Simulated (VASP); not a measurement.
# NaCl (I4/mmm) in VASP: a series of runs, part 2 of 2

VASP 6.6.1.

**3. Single point, PBE (strain -0.080 along x and y, +0.040 along z)**

File INCAR:

```
SYSTEM = NaCl
ALGO     = Normal         ! electronic algorithm
EDIFF    = 1E-6           ! SCF threshold, eV
ENCUT    = 520            ! plane-wave cutoff, eV
GGA      = PE             ! functional
ISIF     = 2              ! what is computed and relaxed
ISMEAR   = 0              ! smearing method
LASPH    = .True.         ! aspherical terms in the spheres
LCHARG   = .False.        ! write CHGCAR
LREAL    = .False.        ! projectors in reciprocal space
LWAVE    = .False.        ! write WAVECAR
NBANDS   = 14             ! bands
NELM     = 60             ! most SCF steps
PREC     = Accurate       ! precision mode
SIGMA    = 0.05           ! smearing width, eV
```

File KPOINTS:

```
k-points
0
Gamma
  8 8 8
  0 0 0
```

File POSCAR:

```
NaCl
1.0
    0.0000000000      2.6052100000      2.9450200000
    2.6052100000      0.0000000000      2.9450200000
    2.6052100000      2.6052100000      0.0000000000
Na Cl
1 1
Direct
    0.0000000000      0.0000000000      0.0000000000
    0.5000000000      0.5000000000      0.5000000000
```

Potentials or basis: VASP PAW PBE potentials, release 64 (Na_pv, Cl).

The run is started by

```bash
> cat potpaw_PBE.64/Na_pv/POTCAR potpaw_PBE.64/Cl/POTCAR > POTCAR
> mpirun -np 1 vasp_std > vasp.out
```

OUTCAR:

```text
SYSTEM = NaCl
   EDIFF = 1E-6
   ENCUT = 520
   GGA = PE
   ISIF = 2
   ISMEAR = 0
   LASPH = .True.
   LREAL = .False.
   NELM = 60
   PREC = Accurate

 ion  position               nearest neighbor table
   1  0.000  0.000  0.000-   2 2.61   2 2.61   2 2.61   2 2.61
   2  0.500  0.500  0.500-   1 2.61   1 2.61   1 2.61   1 2.61

  LATTYP: Found a body centered tetragonal cell.
 ALAT       =     3.6843233148
 C/A-ratio  =     1.5986762009

  Lattice vectors:

[... 597 lines left out ...]

  FORCE on cell =-STRESS in cart. coord.  units (eV):
  Direction    XX          YY          ZZ          XY          YZ          ZX
  --------------------------------------------------------------------------------------
  -------------------------------------------------------------------------------------
  Total        2.1969186      2.1969186      0.1561597      0.0000000      0.0000000      0.0000000
  in kB       88.0482712     88.0482712      6.2585806      0.0000000      0.0000000      0.0000000
  external PRESSURE =      60.7850410 kB  Pullay stress =       0.0000000 kB

 VOLUME and BASIS-vectors are now :
 -----------------------------------------------------------------------------
  energy-cutoff  :      520.00
  volume of cell :       39.98
      direct lattice vectors                 reciprocal lattice vectors
     0.000000000  2.605210000  2.945020000    -0.191923108  0.191923108  0.169778134
     2.605210000  0.000000000  2.945020000     0.191923108 -0.191923108  0.169778134
     2.605210000  2.605210000  0.000000000     0.191923108  0.191923108 -0.169778134

 POSITION                                       TOTAL-FORCE (eV/Angst)
 -----------------------------------------------------------------------------------
      0.00000      0.00000      0.00000         0.000000      0.000000     -0.000000
      2.60521      2.60521      2.94502         0.000000     -0.000000      0.000000
 -----------------------------------------------------------------------------------
    total drift:                               -0.000000     -0.000000      0.000000

  FREE ENERGIE OF THE ION-ELECTRON SYSTEM (eV)
  ---------------------------------------------------
  free  energy   TOTEN  =        -6.6093428666 eV

  energy  without entropy=       -6.6093428666  energy(sigma->0) =       -6.60934287
```

It took 51 s on 1 thread of Intel Xeon 8259CL, shared host; peak memory 0.17 GiB.

What came out:

* Free energy: -6.6093 eV
* Pressure: 6.1 GPa
* Band gap on the k mesh: 5.58 eV

Stress tensor (GPa, compression positive):
```
8.80 0.00 0.00
0.00 8.80 0.00
0.00 0.00 0.63
```

Caveat: the cell differs from its parent crystal (strain -0.080 along x and y, +0.040 along z); the stress differs along the axes, from 1 to 9 GPa.

**4. Single point, PBE (strain +0.000 along x and y, -0.080 along z)**

File INCAR:

```
SYSTEM = NaCl
PREC = Accurate ; ENCUT = 520
EDIFF = 1E-7 ; ISMEAR = 0
SIGMA = 0.05 ; LREAL = .FALSE.
LASPH = .TRUE. ; NELM = 100
ALGO = Normal ; ISIF = 2
LWAVE = .FALSE. ; LCHARG = .FALSE.
GGA = PE ; NBANDS = 14
```

File KPOINTS:

```
regular mesh
0
G
  8 8 8
  0 0 0
```

File POSCAR:

```
NaCl
1.0
    0.0000000000      2.8317500000      2.6052100000
    2.8317500000      0.0000000000      2.6052100000
    2.8317500000      2.8317500000      0.0000000000
Na Cl
1 1
Direct
    0.0000000000      0.0000000000      0.0000000000
    0.5000000000      0.5000000000      0.5000000000
```

The run is started by

```bash
> cat potpaw_PBE.64/Na_pv/POTCAR potpaw_PBE.64/Cl/POTCAR > POTCAR
> mpirun -np 1 vasp_std > vasp.out
```

Wall time 68 s (1 thread of Intel Xeon 8259CL, shared host); peak memory 0.18 GiB.

Results (log left out):

```yaml
Free_energy: -6.6984 eV
Pressure: 3.6 GPa
Band_gap_on_the_k_mesh: 5.37 eV
```

Stress tensor (GPa, compression positive):
```
1.58 0.00 0.00
0.00 1.58 0.00
0.00 0.00 7.59
```

Levels at points of the mesh, in eV from the valence-band top:
```tsv
k point	band 3	band 4	band 5	band 6	band 7	band 8	band 9	band 10	band 11	band 12
(0.00, 0.00, 0.00)	-20.69	-12.86	-0.07	0.00	0.00	5.37	10.99	10.99	11.64	12.89
(0.50, 0.00, 0.00)	-20.70	-12.43	-2.17	-0.39	-0.28	7.36	10.70	11.17	11.67	15.46
(0.50, 0.50, 0.00)	-20.71	-12.34	-1.80	-0.82	-0.82	7.75	7.78	12.36	15.04	15.04
(0.50, 0.00, 0.50)	-20.71	-12.42	-1.90	-0.74	-0.49	7.78	8.14	11.54	15.02	15.31
```

Caveat: the cell differs from its parent crystal (strain +0.000 along x and y, -0.080 along z); the stress differs along the axes, from 2 to 8 GPa.

**5. Overview**

```csv
cell,gap on the mesh (eV),pressure (GPa)
"a = 3.765, b = 3.765, c = 3.845 Å, angles 59.3, 59.3, 61.4°, 2 atoms",5.75,6.8
"a = 3.932, b = 3.932, c = 3.684 Å, angles 62.1, 62.1, 55.9°, 2 atoms",5.58,6.1
"a = 3.848, b = 3.848, c = 4.005 Å, angles 58.6, 58.6, 62.7°, 2 atoms",5.37,3.6
```

Alike in all rows: task single point; level PBE; potentials or basis VASP PAW PBE potentials, release 64 (Na_pv, Cl); no spin polarisation; k mesh 8 × 8 × 8; cutoff (eV) 520; smearing gaussian 0.05 eV.

Caveats: the cell stands under pressure (at least some runs); the stress differs along the axes, from 1 to 9 GPa (at least some runs); the stress differs along the axes, from 2 to 8 GPa (at least some runs).

Total energies depend on the potentials used, so only differences within one code and one set of settings carry meaning.
